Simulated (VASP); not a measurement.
# Cu in VASP: settings compared

Cu is run at these levels: BLYP, PBEsol, LDA; tasks: single point.

Everything below comes from runs of VASP 6.6.1. Logs are shortened: lines on timing, memory, paths and dates and some standing lists are left out, and cuts for length are marked.

### Step 1. The cell of the first run

The cell holds a slab with vacuum, 6 atoms: a = 2.504 Å, b = 2.504 Å, c = 24.576 Å, α = 90.00°, β = 90.00°, γ = 120.00°.

### Step 2. Single point, BLYP

INCAR reads:

```
AGGAC = 1.0
AGGAX = 1.0
ALDAC = 0.0
ALDAX = 1.0
ALGO = Normal
EDIFF = 1E-7
ENCUT = 520
GGA = B5
ISIF = 2
ISMEAR = -1
LASPH = T
LCHARG = F
LREAL = F
LWAVE = F
NBANDS = 42
NELM = 100
PREC = Accurate
SIGMA = 0.15
```

KPOINTS reads:

```
k-points
0
Gamma
  10 10 1
```

POSCAR reads:

```
Cu
1.0
    2.5036582200      0.0000000000      0.0000000000
   -1.2518291100      2.1682316200      0.0000000000
    0.0000000000      0.0000000000     24.5755892700
Cu
6
Direct
    0.0000000000      0.0000000000      0.3737644500
    0.6666666667      0.3333333333      0.2896144200
    0.3333333333      0.6666666667      0.4579908600
    0.0000000000      0.0000000000      0.6262355500
    0.6666666667      0.3333333333      0.5420091400
    0.3333333333      0.6666666667      0.7103855800
```

Potentials or basis: VASP PAW PBE potentials, release 64 (Cu).

On the command line:

```sh
cat potpaw_PBE.64/Cu/POTCAR > POTCAR
mpirun -np 1 vasp_std > vasp.out
```

OUTCAR:

```text
EDIFF = 1E-7
   ENCUT = 520
   GGA = B5
   ISIF = 2
   ISMEAR = -1
   LASPH = T
   LREAL = F
   NELM = 100
   PREC = Accurate

 ion  position               nearest neighbor table
   1  0.000  0.000  0.374-   2 2.52   2 2.52   2 2.52   3 2.52   3 2.52   3 2.52
   2  0.667  0.333  0.290-   1 2.52   1 2.52   1 2.52
   3  0.333  0.667  0.458-   5 2.52   5 2.52   5 2.52   1 2.52   1 2.52   1 2.52
   4  0.000  0.000  0.626-   6 2.52   6 2.52   6 2.52   5 2.52   5 2.52   5 2.52
   5  0.667  0.333  0.542-   3 2.52   3 2.52   3 2.52   4 2.52   4 2.52   4 2.52
   6  0.333  0.667  0.710-   4 2.52   4 2.52   4 2.52

  LATTYP: Found a hexagonal cell.
 ALAT       =     2.5036582200
 C/A-ratio  =     9.8158722599

  Lattice vectors:

 A1 = (   2.5036582200,   0.0000000000,   0.0000000000)
 A2 = (  -1.2518291100,   2.1682316200,   0.0000000000)
 A3 = (   0.0000000000,   0.0000000000,  24.5755892700)

Analysis of symmetry for initial positions (statically):
=====================================================================
 Subroutine PRICEL returns:
 Original cell was already a primitive cell.

 Routine SETGRP: Setting up the symmetry group for a
 hexagonal supercell.

 Subroutine GETGRP returns: Found 12 space group operations
 (whereof 12 operations were pure point group operations)
 out of a pool of 24 trial point group operations.

The static configuration has the point symmetry D_3d.

Analysis of symmetry for dynamics (positions and initial velocities):
=====================================================================
 Subroutine PRICEL returns:
 Original cell was already a primitive cell.

 Routine SETGRP: Setting up the symmetry group for a
 hexagonal supercell.

 Subroutine GETGRP returns: Found 12 space group operations
 (whereof 12 operations were pure point group operations)
 out of a pool of 24 trial point group operations.

The dynamic configuration has the point symmetry D_3d.

 Subroutine INISYM returns: Found 12 space group operations
 (whereof 12 operations are pure point group operations),
 and found     1 'primitive' translations

----------------------------------------------------------------------------------------

                                     Primitive cell

  volume of cell :     133.4089

  direct lattice vectors                    reciprocal lattice vectors
     2.503658220  0.000000000  0.000000000     0.399415540  0.230602670  0.000000000
    -1.251829110  2.168231620  0.000000000     0.000000000  0.461205339  0.000000000
     0.000000000  0.000000000 24.575589270     0.000000000  0.000000000  0.040690784

  length of vectors
     2.503658220  2.503658219 24.575589270     0.461205339  0.461205339  0.040690784

  position of ions in fractional coordinates (direct lattice)
     0.000000000  0.000000000  0.373764450
     0.666666667  0.333333333  0.289614420
     0.333333333  0.666666667  0.457990860
     0.000000000  0.000000000  0.626235550
     0.666666667  0.333333333  0.542009140
     0.333333333  0.666666667  0.710385580

  ion indices of the primitive-cell ions
   primitive index   ion index
                 1           1
                 2           2
                 3           3
                 4           4
                 5           5
                 6           6

----------------------------------------------------------------------------------------

 KPOINTS: k-points

Automatic generation of k-mesh.
 Grid dimensions read from file:
 generate k-points for:   10   10    1

 Generating k-lattice:

  Cartesian coordinates                     Fractional coordinates (reciprocal lattice)
     0.039941554  0.023060267  0.000000000     0.100000000  0.000000000  0.000000000
     0.000000000  0.046120534  0.000000000     0.000000000  0.100000000  0.000000000
     0.000000000  0.000000000  0.040690784     0.000000000  0.000000000  1.000000000

  Length of vectors
     0.046120534  0.046120534  0.040690784

  Shift w.r.t. Gamma in fractional coordinates (k-lattice)
     0.000000000  0.000000000  0.000000000

 Subroutine IBZKPT returns following result:
 ===========================================

 Found     14 irreducible k-points:

 Following reciprocal coordinates:
            Coordinates               Weight
  0.000000  0.000000  0.000000      1.000000
  0.100000  0.000000  0.000000      6.000000
  0.200000  0.000000  0.000000      6.000000
  0.300000  0.000000  0.000000      6.000000
  0.400000  0.000000  0.000000      6.000000
  0.500000  0.000000  0.000000      3.000000
  0.100000  0.100000  0.000000      6.000000
  0.200000  0.100000  0.000000     12.000000
  0.300000  0.100000  0.000000     12.000000
  0.400000  0.100000  0.000000     12.000000
  0.200000  0.200000  0.000000      6.000000
  0.300000  0.200000  0.000000     12.000000
  0.400000  0.200000  0.000000      6.000000
  0.300000  0.300000  0.000000      6.000000
   k-points           NKPTS =     14   k-points in BZ     NKDIM =     14   number of bands    NBANDS=     42
   number of dos      NEDOS =    301   number of ions     NIONS =      6
   total plane-waves  NPLWV =  76800
   dimension x,y,z NGX =    20 NGY =   20 NGZ =  192
   dimension x,y,z NGXF=    40 NGYF=   40 NGZF=  384
   ions per type =               6
   NGX,Y,Z   is equivalent  to a cutoff of  13.28, 13.28, 12.99 a.u.
   NGXF,Y,Z  is equivalent  to a cutoff of  26.56, 26.56, 25.98 a.u.
 SYSTEM =  unknown system
   PREC   = accura    normal or accurate (medium, high low for compatibility)
   ISTART =      0    job   : 0-new  1-cont  2-samecut
   ICHARG =      2    charge: 1-file 2-atom 10-const
   ISPIN  =      1    spin polarized calculation?
   LNONCOLLINEAR =      F non collinear calculations
   LSORBIT =      F    spin-orbit coupling
   LASPH  =      T    aspherical Exc in radial PAW
   ENCUT  =  520.0 eV  38.22 Ry    6.18 a.u.   4.66  4.66 45.69*2*pi/ulx,y,z
   NELM   =    100;   NELMIN=  2; NELMDL= -5     # of ELM steps
   EDIFF  = 0.1E-06   stopping-criterion for ELM
   LREAL  =      F    real-space projection
   EDIFFG = 0.1E-05   stopping-criterion for IOM
   NSW    =      0    number of steps for IOM
   IBRION =     -1    ionic relax: 0-MD 1-quasi-New 2-CG
   NFREE  =      0    steps in history (QN), initial steepest desc. (CG)
   ISIF   =      2    stress and relaxation
   ISYM   =      2    0-nonsym 1-usesym 2-fastsym
   POTIM  = 0.5000    time-step for ionic-motion
   TEBEG  =    0.0;   TEEND  =   0.0 temperature during run
   PSTRESS=    0.0 pullay stress
   NELECT =      66.0000    total number of electrons
   NUPDOWN=      -1.0000    fix difference up-down
   EMIN   =  10.00;   EMAX   =-10.00  energy-range for DOS
   EFERMI =   0.00;   METHOD = LEGACY
   ISMEAR =    -1;   SIGMA  =   0.15  broadening in eV -4-tet -1-fermi 0-gaus
   EFERMI_NEDOS =   21; number of points for ismear=-14 and -15
   IALGO  =     38    algorithm
   IMIX   =      4    mixing-type and parameters
     AMIX     =   0.40;   BMIX     =  1.00
     AMIX_MAG =   1.60;   BMIX_MAG =  1.00
  volume/ion in A,a.u.               =      22.23       150.05
  Fermi-wavevector in a.u.,A,eV,Ry     =   1.294776  2.446772 22.809412  1.676445
  Thomas-Fermi vector in A             =   2.426337
   LORBIT       =      0    0 simple, 1 ext, 2 COOP (PROOUT), +10 PAW based schemes
   GGA     = B5    functional components
   LHFCALC =     F    Hartree Fock is set to
   AEXX    =    0.0000 exact exchange contribution
   IVDW    =     0    specifies the selected vdW correction
   LEPSILON=     F    determine dielectric tensor
   LRPA    =     F    only Hartree local field effects (RPA)
 non-spin polarized calculation
  energy-cutoff  :      520.00
  volume of cell :      133.41
 maximum number of plane-waves:      3631
 NGX is ok and might be reduce to    20
   NGX =  9   NGY =  9   NGZ = 91

 number of electron      66.0000023 magnetization

 Free energy of the ion-electron system (eV)
  ---------------------------------------------------
  ext. energy  EPLUGINS =         0.00000000
  ---------------------------------------------------
  free energy    TOTEN  =       -16.97226204 eV

  energy without entropy =      -16.79632840  energy(sigma->0) =      -16.88429522

 E-fermi :   2.2099     XC(G=0):  -6.9318

 val. band max:        2.0741653335   @ k =   0.3000   0.1000   0.0000
 cond. band min:       2.2262066991   @ k =   0.2000   0.1000   0.0000
 fundamental gap:      0.1520413656
 Fermi energy:         2.2099066247

 k-point     1 :       0.0000    0.0000    0.0000
  band No.  band energies     occupation
      1      -7.2311      2.00000
      2      -6.5819      2.00000
      3      -5.5706      2.00000
      4      -4.3948      2.00000
      5      -3.5362      2.00000
      6      -3.2678      2.00000
[... 34 lines left out ...]
     41       7.8425      0.00000
     42       9.8873      0.00000

 k-point     2 :       0.1000    0.0000    0.0000
  band No.  band energies     occupation
      1      -6.8960      2.00000
      2      -6.2547      2.00000
      3      -5.2577      2.00000
      4      -4.1033      2.00000
      5      -3.2775      2.00000
      6      -3.0475      2.00000
[... 34 lines left out ...]
     41       8.1376      0.00000
     42      10.1975      0.00000

 k-point     3 :       0.2000    0.0000    0.0000
  band No.  band energies     occupation
      1      -5.9327      2.00000
      2      -5.3270      2.00000
      3      -4.4007      2.00000
      4      -3.3611      2.00000
      5      -2.6614      2.00000
      6      -2.5200      2.00000
[... 34 lines left out ...]
     41       9.0262      0.00000
     42      11.1236      0.00000

 k-point     4 :       0.3000    0.0000    0.0000
  band No.  band energies     occupation
      1      -4.5331      2.00000
      2      -4.0562      2.00000
      3      -3.4036      2.00000
      4      -2.7848      2.00000
      5      -2.3567      2.00000
      6      -2.1810      2.00000
[... 394 lines left out ...]
     41      10.6363      0.00000
     42      11.0282      0.00000

 k-point    13 :       0.4000    0.2000    0.0000
  band No.  band energies     occupation
      1      -2.5644      2.00000
      2      -2.5336      2.00000
      3      -2.3244      2.00000
      4      -2.3003      2.00000
      5      -2.2189      2.00000
      6      -2.0289      2.00000
[... 34 lines left out ...]
     41      10.2552      0.00000
     42      10.3734      0.00000

 k-point    14 :       0.3000    0.3000    0.0000
  band No.  band energies     occupation
      1      -2.2307      2.00000
      2      -2.2276      2.00000
      3      -2.1493      2.00000
      4      -2.0679      2.00000
      5      -2.0532      2.00000
      6      -1.9564      2.00000
[... 34 lines left out ...]
     41       8.9339      0.00000
     42       9.5113      0.00000

------------------------ aborting loop because EDIFF is reached ----------------------------------------

  FORCE on cell =-STRESS in cart. coord.  units (eV):
  Direction    XX          YY          ZZ          XY          YZ          ZX
  --------------------------------------------------------------------------------------
  -------------------------------------------------------------------------------------
  Total        7.2101415      7.2101415      5.9395294      0.0000000      0.0000000      0.0000000
  in kB       86.5903940     86.5903939     71.3309424      0.0000000      0.0000000      0.0000000
  external PRESSURE =      81.5039101 kB  Pullay stress =       0.0000000 kB

 VOLUME and BASIS-vectors are now :
 -----------------------------------------------------------------------------
  energy-cutoff  :      520.00
  volume of cell :      133.41
      direct lattice vectors                 reciprocal lattice vectors
     2.503658220  0.000000000  0.000000000     0.399415540  0.230602670  0.000000000
    -1.251829110  2.168231620  0.000000000     0.000000000  0.461205339  0.000000000
     0.000000000  0.000000000 24.575589270     0.000000000  0.000000000  0.040690784

 POSITION                                       TOTAL-FORCE (eV/Angst)
 -----------------------------------------------------------------------------------
      0.00000      0.00000      9.18548         0.000000      0.000000      0.023253
      1.25183      0.72274      7.11745        -0.000000     -0.000000     -0.573837
     -0.00000      1.44549     11.25540         0.000000     -0.000000     -0.060938
      0.00000      0.00000     15.39011         0.000000     -0.000000     -0.023253
      1.25183      0.72274     13.32019         0.000000      0.000000      0.060938
     -0.00000      1.44549     17.45814        -0.000000      0.000000      0.573837
 -----------------------------------------------------------------------------------
    total drift:                               -0.000000      0.000000      0.000000

  FREE ENERGIE OF THE ION-ELECTRON SYSTEM (eV)
  ---------------------------------------------------
  free  energy   TOTEN  =       -16.9722620378 eV

  energy  without entropy=      -16.7963284013  energy(sigma->0) =      -16.88429522
```

Wall time 9.6 min (1 thread of Intel Xeon 6975P-C, shared host); peak memory 0.29 GiB.

What came out:

```yaml
Free_energy: -16.9723 eV
Largest_force: 0.574 eV/Å
Band_gap_on_the_k_mesh: zero (band 33 reaches 5.25 eV, above the bottom of band 34 at 0.43 eV)
```

Forces in eV/Å, atoms in the order of the input:
```
Cu   0.000  0.000  0.023
Cu   0.000  0.000 -0.574
Cu   0.000  0.000 -0.061
Cu   0.000  0.000 -0.023
Cu   0.000  0.000  0.061
Cu   0.000  0.000  0.574
```

Caveat: the PAW data sets were made with another functional, which shifts forces and pressure a little.

### Step 3. Single point, PBEsol

INCAR reads:

```
ALGO = Normal ; EDIFF = 1E-6
ENCUT = 520 ; GGA = PS
ISIF = 2 ; ISMEAR = -1
LASPH = T ; LCHARG = T
LELF = T ; LREAL = F
LVHAR = T ; LWAVE = F
NBANDS = 42 ; NELM = 100
PREC = Accurate ; SIGMA = 0.15
```

KPOINTS is that of step 2.

POSCAR is that of step 2.

Potentials or basis: VASP PAW PBE potentials, release 64 (Cu).

On the command line:

```sh
cat potpaw_PBE.64/Cu/POTCAR > POTCAR
mpirun -np 1 vasp_std > vasp.out
```

Run time: 2.7 min. Hardware: 1 thread of Intel Xeon 6975P-C, shared host; peak memory 0.28 GiB.

Results (log left out):

```yaml
Free_energy: -24.7844 eV
Largest_force: 0.063 eV/Å
Band_gap_on_the_k_mesh: zero (band 33 reaches 4.62 eV, above the bottom of band 34 at -0.01 eV)
```

Forces on the atoms (eV/Å):
```
Cu   0.000  0.000  0.012
Cu   0.000  0.000  0.042
Cu   0.000  0.000 -0.063
Cu   0.000  0.000 -0.012
Cu   0.000  0.000  0.063
Cu   0.000  0.000 -0.042
```

Levels at points of the mesh, in eV from the Fermi level:
| k point | band 32 | band 33 | band 34 | band 35 | band 36 | band 37 |
| --- | --- | --- | --- | --- | --- | --- |
| (0.00, 0.00, 0.00) | -1.73 | -1.73 | -1.67 | -1.67 | -1.00 | -0.55 |
| (0.50, 0.00, 0.00) | 0.24 | 0.86 | 1.24 | 1.47 | 1.51 | 4.31 |

Caveat: the PAW data sets were made with another functional, which shifts forces and pressure a little.

### Step 4. Single point, LDA

INCAR reads:

```
SYSTEM = Cu
PREC = Accurate ; ENCUT = 520
EDIFF = 1E-6 ; ISMEAR = -1
SIGMA = 0.15 ; LREAL = .False.
LASPH = .True. ; NELM = 100
ALGO = Normal ; ISIF = 2
LWAVE = .False. ; LCHARG = .False.
NBANDS = 42
```

KPOINTS reads:

```
Automatic mesh
0
Gamma
  10 10 1
  0 0 0
```

POSCAR is that of step 3.

Potentials or basis: VASP PAW LDA potentials, release 64 (Cu).

On the command line:

```sh
cat potpaw_LDA.64/Cu/POTCAR > POTCAR
mpirun -np 1 vasp_std > vasp.out
```

Wall time 2.4 min (1 thread of Intel Xeon 6975P-C, shared host); peak memory 0.23 GiB.

Results (log left out):

| Quantity | Value |
| --- | --- |
| Free energy | -27.0370 eV |
| Largest force | 0.256 eV/Å |
| Band gap on the k mesh | zero (band 33 reaches 4.50 eV, above the bottom of band 34 at -0.20 eV) |

Forces in eV/Å, atoms in the order of the input:
```
Cu   0.000  0.000  0.016
Cu   0.000  0.000  0.256
Cu   0.000  0.000 -0.060
Cu   0.000  0.000 -0.016
Cu   0.000  0.000  0.060
Cu   0.000  0.000 -0.256
```

Levels at points of the mesh, in eV from the Fermi level:
```tsv
k point	band 32	band 33	band 34	band 35	band 36	band 37
(0.00, 0.00, 0.00)	-1.77	-1.77	-1.71	-1.71	-0.99	-0.52
(0.50, 0.00, 0.00)	0.26	0.88	1.25	1.49	1.53	4.29
```

### Step 5. Overview

```csv
level,potentials or basis,gap on the mesh (eV),largest force (eV/Å)
BLYP,"VASP PAW PBE potentials, release 64 (Cu)",none,0.57
PBEsol,"VASP PAW PBE potentials, release 64 (Cu)",none,0.06
LDA,"VASP PAW LDA potentials, release 64 (Cu)",none,0.26
```

Alike in all rows: task single point; no spin polarisation; cell as given; k mesh 10 × 10 × 1; cutoff (eV) 520; smearing fermi-dirac 0.15 eV.

Caveats: the PAW data sets were made with another functional, which shifts forces and pressure a little (some runs).

Absolute energies hang on the potentials; compare differences alone.
